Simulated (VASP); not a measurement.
# Ag (P6_3/mmc) in VASP: further runs, part 3 of 3

VASP 6.6.1.

**6. Single point, PBE (biaxial strain in the a-b plane: +3.0 %)**

The input, INCAR:

```
PREC = Accurate
ENCUT = 520
EDIFF = 1E-7
ISMEAR = 0
SIGMA = 0.1
LREAL = F
LASPH = T
NELM = 60
ALGO = Fast
ISIF = 2
LWAVE = F
LCHARG = F
GGA = PE
NBANDS = 18
```

The input, KPOINTS:

```
Automatic mesh
0
Gamma
  24 24 12
```

The input, POSCAR:

```
Ag
1.0
    3.0226311347      0.0000000000      0.0000000000
   -1.5113155674      2.6176753489      0.0000000000
    0.0000000000      0.0000000000      4.7115456899
Ag
2
Direct
    0.3333333333      0.6666666667      0.2500000000
    0.6666666667      0.3333333333      0.7500000000
```

Potentials or basis: VASP PAW PBE potentials, release 64 (Ag).

The run is started by

```sh
$ cat potpaw_PBE.64/Ag/POTCAR > POTCAR
$ mpirun -np 1 vasp_std > vasp.out
```

OUTCAR:

```text
PREC = Accurate
   ENCUT = 520
   EDIFF = 1E-7
   ISMEAR = 0
   LREAL = F
   LASPH = T
   NELM = 60
   ISIF = 2
   GGA = PE

 ion  position               nearest neighbor table
   1  0.333  0.667  0.250-   2 2.93   2 2.93   2 2.93   2 2.93   2 2.93   2 2.93
   2  0.667  0.333  0.750-   1 2.93   1 2.93   1 2.93   1 2.93   1 2.93   1 2.93

  LATTYP: Found a hexagonal cell.
 ALAT       =     3.0226311347
 C/A-ratio  =     1.5587564211

  Lattice vectors:

 A1 = (   3.0226311347,   0.0000000000,   0.0000000000)
 A2 = (  -1.5113155674,   2.6176753489,   0.0000000000)
 A3 = (   0.0000000000,   0.0000000000,   4.7115456899)

Analysis of symmetry for initial positions (statically):
=====================================================================
 Subroutine PRICEL returns:
 Original cell was already a primitive cell.

 Routine SETGRP: Setting up the symmetry group for a
 hexagonal supercell.

 Subroutine GETGRP returns: Found 24 space group operations
 (whereof 12 operations were pure point group operations)
 out of a pool of 24 trial point group operations.

The static configuration has the point symmetry D_3d.
 The point group associated with its full space group is D_6h.

Analysis of symmetry for dynamics (positions and initial velocities):
=====================================================================
 Subroutine PRICEL returns:
 Original cell was already a primitive cell.

 Routine SETGRP: Setting up the symmetry group for a
 hexagonal supercell.

 Subroutine GETGRP returns: Found 24 space group operations
 (whereof 12 operations were pure point group operations)
 out of a pool of 24 trial point group operations.

The dynamic configuration has the point symmetry D_3d.
 The point group associated with its full space group is D_6h.

 Subroutine INISYM returns: Found 24 space group operations
 (whereof 12 operations are pure point group operations),
 and found     1 'primitive' translations

----------------------------------------------------------------------------------------

                                     Primitive cell

  volume of cell :      37.2790

  direct lattice vectors                    reciprocal lattice vectors
     3.022631135  0.000000000  0.000000000     0.330837590  0.191009172  0.000000000
    -1.511315567  2.617675349  0.000000000     0.000000000  0.382018343  0.000000000
     0.000000000  0.000000000  4.711545690     0.000000000  0.000000000  0.212244572

  length of vectors
     3.022631135  3.022631135  4.711545690     0.382018343  0.382018343  0.212244572

  position of ions in fractional coordinates (direct lattice)
     0.333333333  0.666666667  0.250000000
     0.666666667  0.333333333  0.750000000

  ion indices of the primitive-cell ions
   primitive index   ion index
                 1           1
                 2           2

----------------------------------------------------------------------------------------

 KPOINTS: Automatic mesh

Automatic generation of k-mesh.
 Grid dimensions read from file:
 generate k-points for:   24   24   12

 Generating k-lattice:

  Cartesian coordinates                     Fractional coordinates (reciprocal lattice)
     0.013784900  0.007958715  0.000000000     0.041666667  0.000000000  0.000000000
     0.000000000  0.015917431  0.000000000     0.000000000  0.041666667  0.000000000
     0.000000000  0.000000000  0.017687048     0.000000000  0.000000000  0.083333333

  Length of vectors
     0.015917431  0.015917431  0.017687048

  Shift w.r.t. Gamma in fractional coordinates (k-lattice)
     0.000000000  0.000000000  0.000000000

 Subroutine IBZKPT returns following result:
 ===========================================

 Found    427 irreducible k-points:

 Following reciprocal coordinates:
            Coordinates               Weight
  0.000000  0.000000  0.000000      1.000000
  0.041667  0.000000  0.000000      6.000000
  0.083333 -0.000000  0.000000      6.000000
  0.125000  0.000000  0.000000      6.000000
  0.166667 -0.000000  0.000000      6.000000
  0.208333  0.000000  0.000000      6.000000
[... 16 lines left out ...]
  0.416667  0.041667  0.000000     12.000000
  0.458333  0.041667  0.000000     12.000000
 [... further k-points ...]
   k-points           NKPTS =    427   k-points in BZ     NKDIM =    427   number of bands    NBANDS=     18
   number of dos      NEDOS =    301   number of ions     NIONS =      2
   total plane-waves  NPLWV =  20736
   dimension x,y,z NGX =    24 NGY =   24 NGZ =   36
   dimension x,y,z NGXF=    48 NGYF=   48 NGZF=   72
   ions per type =               2
   NGX,Y,Z   is equivalent  to a cutoff of  13.20, 13.20, 12.70 a.u.
   NGXF,Y,Z  is equivalent  to a cutoff of  26.40, 26.40, 25.41 a.u.
 SYSTEM =  unknown system
   PREC   = accura    normal or accurate (medium, high low for compatibility)
   ISTART =      0    job   : 0-new  1-cont  2-samecut
   ICHARG =      2    charge: 1-file 2-atom 10-const
   ISPIN  =      1    spin polarized calculation?
   LNONCOLLINEAR =      F non collinear calculations
   LSORBIT =      F    spin-orbit coupling
   LASPH  =      T    aspherical Exc in radial PAW
   ENCUT  =  520.0 eV  38.22 Ry    6.18 a.u.   5.62  5.62  8.76*2*pi/ulx,y,z
   NELM   =     60;   NELMIN=  2; NELMDL= -5     # of ELM steps
   EDIFF  = 0.1E-06   stopping-criterion for ELM
   LREAL  =      F    real-space projection
   EDIFFG = 0.1E-05   stopping-criterion for IOM
   NSW    =      0    number of steps for IOM
   IBRION =     -1    ionic relax: 0-MD 1-quasi-New 2-CG
   NFREE  =      0    steps in history (QN), initial steepest desc. (CG)
   ISIF   =      2    stress and relaxation
   ISYM   =      2    0-nonsym 1-usesym 2-fastsym
   POTIM  = 0.5000    time-step for ionic-motion
   TEBEG  =    0.0;   TEEND  =   0.0 temperature during run
   PSTRESS=    0.0 pullay stress
   NELECT =      22.0000    total number of electrons
   NUPDOWN=      -1.0000    fix difference up-down
   EMIN   =  10.00;   EMAX   =-10.00  energy-range for DOS
   EFERMI =   0.00;   METHOD = LEGACY
   ISMEAR =     0;   SIGMA  =   0.10  broadening in eV -4-tet -1-fermi 0-gaus
   EFERMI_NEDOS =   21; number of points for ismear=-14 and -15
   IALGO  =     68    algorithm
   IMIX   =      4    mixing-type and parameters
     AMIX     =   0.40;   BMIX     =  1.00
     AMIX_MAG =   1.60;   BMIX_MAG =  1.00
  volume/ion in A,a.u.               =      18.64       125.79
  Fermi-wavevector in a.u.,A,eV,Ry     =   1.373180  2.594935 25.655479  1.885625
  Thomas-Fermi vector in A             =   2.498721
   LORBIT       =      0    0 simple, 1 ext, 2 COOP (PROOUT), +10 PAW based schemes
   GGA     = PE    functional components
   LHFCALC =     F    Hartree Fock is set to
   AEXX    =    0.0000 exact exchange contribution
   IVDW    =     0    specifies the selected vdW correction
   LEPSILON=     F    determine dielectric tensor
   LRPA    =     F    only Hartree local field effects (RPA)
 non-spin polarized calculation
 RMM-DIIS sequential band-by-band and
 Gauss-broadening in eV      SIGMA  =   0.10
  energy-cutoff  :      520.00
  volume of cell :       37.28
 maximum number of plane-waves:      1025
 NGX is ok and might be reduce to    24
   NGX = 11   NGY = 11   NGZ = 17

 number of electron      21.9999997 magnetization

 Free energy of the ion-electron system (eV)
  ---------------------------------------------------
  ext. energy  EPLUGINS =         0.00000000
  ---------------------------------------------------
  free energy    TOTEN  =        -5.39736131 eV

  energy without entropy =       -5.39432534  energy(sigma->0) =       -5.39584332

 E-fermi :   7.3047     XC(G=0): -11.6831

 val. band max:        7.3037472878   @ k =   0.4583   0.0417   0.2500
 cond. band min:       7.3136770047   @ k =   0.3750  -0.0000   0.4167
 fundamental gap:      0.0099297169
 Fermi energy:         7.3046965568

 k-point     1 :       0.0000    0.0000    0.0000
  band No.  band energies     occupation
      1       0.1146      2.00000
      2       1.4060      2.00000
      3       2.8302      2.00000
      4       2.8302      2.00000
      5       2.9160      2.00000
      6       3.0679      2.00000
[... 10 lines left out ...]
     17      24.5212      0.00000
     18      25.2688      0.00000
[... 463 lines left out ...]
 k-point    24 :       0.4583    0.0417    0.0000
  band No.  band energies     occupation
      1       1.4829      2.00000
      2       1.7582      2.00000
      3       1.7835      2.00000
      4       2.6016      2.00000
      5       3.1282      2.00000
      6       3.2882      2.00000
[... 10 lines left out ...]
     17      17.3979      0.00000
     18      22.4959      0.00000

 [... further k-points ...]
[... 5 lines left out ...]
  --------------------------------------------------------------------------------------
  -------------------------------------------------------------------------------------
  Total       -0.9797690     -0.9797690     -0.1457459      0.0000000      0.0000000      0.0000000
  in kB      -42.1085178    -42.1085178     -6.2638695      0.0000000      0.0000000      0.0000000
  external PRESSURE =     -30.1603017 kB  Pullay stress =       0.0000000 kB

 VOLUME and BASIS-vectors are now :
 -----------------------------------------------------------------------------
  energy-cutoff  :      520.00
  volume of cell :       37.28
      direct lattice vectors                 reciprocal lattice vectors
     3.022631135  0.000000000  0.000000000     0.330837590  0.191009172  0.000000000
    -1.511315567  2.617675349  0.000000000     0.000000000  0.382018343  0.000000000
     0.000000000  0.000000000  4.711545690     0.000000000  0.000000000  0.212244572

 POSITION                                       TOTAL-FORCE (eV/Angst)
 -----------------------------------------------------------------------------------
     -0.00000      1.74512      1.17789         0.000000     -0.000000      0.000000
      1.51132      0.87256      3.53366        -0.000000      0.000000      0.000000
 -----------------------------------------------------------------------------------
    total drift:                               -0.000000      0.000000     -0.000000

  FREE ENERGIE OF THE ION-ELECTRON SYSTEM (eV)
  ---------------------------------------------------
  free  energy   TOTEN  =        -5.3973613079 eV

  energy  without entropy=       -5.3943253350  energy(sigma->0) =       -5.39584332
```

It took 2.6 min on 1 thread of Intel Xeon Platinum 8488C (Sapphire Rapids), shared host; peak memory 0.34 GiB.

What came out:

```
Free energy            : -5.3974 eV
Pressure               : -3.0 GPa
Band gap on the k mesh : zero (band 11 reaches 10.93 eV, above the bottom of band 12 at 3.94 eV)
```

Stress tensor (GPa, compression positive):
```
-4.21  0.00  0.00
 0.00 -4.21  0.00
 0.00  0.00 -0.63
```

Levels at points of the mesh, in eV from the Fermi level:
| k point | band 7 | band 8 | band 9 | band 10 | band 11 | band 12 | band 13 | band 14 | band 15 | band 16 |
| --- | --- | --- | --- | --- | --- | --- | --- | --- | --- | --- |
| (0.00, 0.00, 0.00) | -4.24 | -4.12 | -4.12 | -3.10 | -3.10 | 0.12 | 3.68 | 14.98 | 16.46 | 16.46 |
| (0.50, 0.00, 0.00) | -3.71 | -3.10 | -2.95 | -2.88 | -0.05 | 1.08 | 6.76 | 6.93 | 8.88 | 9.64 |
| (0.00, 0.00, 0.50) | -4.19 | -4.19 | -3.37 | -3.37 | -3.37 | -3.37 | 11.42 | 11.42 | 15.32 | 15.32 |
| (0.50, 0.00, 0.50) | -3.14 | -3.14 | -3.00 | -3.00 | 0.77 | 0.77 | 3.95 | 3.95 | 12.55 | 12.55 |

Caveat: the cell differs from its parent crystal (biaxial strain in the a-b plane: +3.0 %).

**7. Summary**

```tsv
cell	further INCAR settings	gap on the mesh (eV)	pressure (GPa)
a = 2.964, b = 2.964, c = 4.769 Å, angles 90.0, 90.0, 120.0°, 2 atoms	ALGO = Fast; EDIFF = 1e-06; NBANDS = 18	none	-1.3
a = 2.993, b = 2.993, c = 4.730 Å, angles 90.0, 90.0, 120.0°, 2 atoms	ALGO = Fast; EDIFF = 1e-07; NBANDS = 18	none	-2.2
a = 2.993, b = 2.993, c = 4.740 Å, angles 90.0, 90.0, 120.0°, 2 atoms	ALGO = Fast; EDIFF = 1e-06; NBANDS = 18	none	-2.3
a = 3.023, b = 3.023, c = 4.687 Å, angles 90.0, 90.0, 120.0°, 2 atoms	ALGO = Fast; EDIFF = 1e-06; NBANDS = 18	none	-2.7
a = 3.023, b = 3.023, c = 4.712 Å, angles 90.0, 90.0, 120.0°, 2 atoms	ALGO = Fast; EDIFF = 1e-07; NBANDS = 18	none	-3.0
```

Alike in all rows: task single point; level PBE; potentials or basis VASP PAW PBE potentials, release 64 (Ag); no spin polarisation; k mesh 24 × 24 × 12; cutoff (eV) 520; smearing gaussian 0.1 eV.

Absolute energies hang on the potentials; compare differences alone.
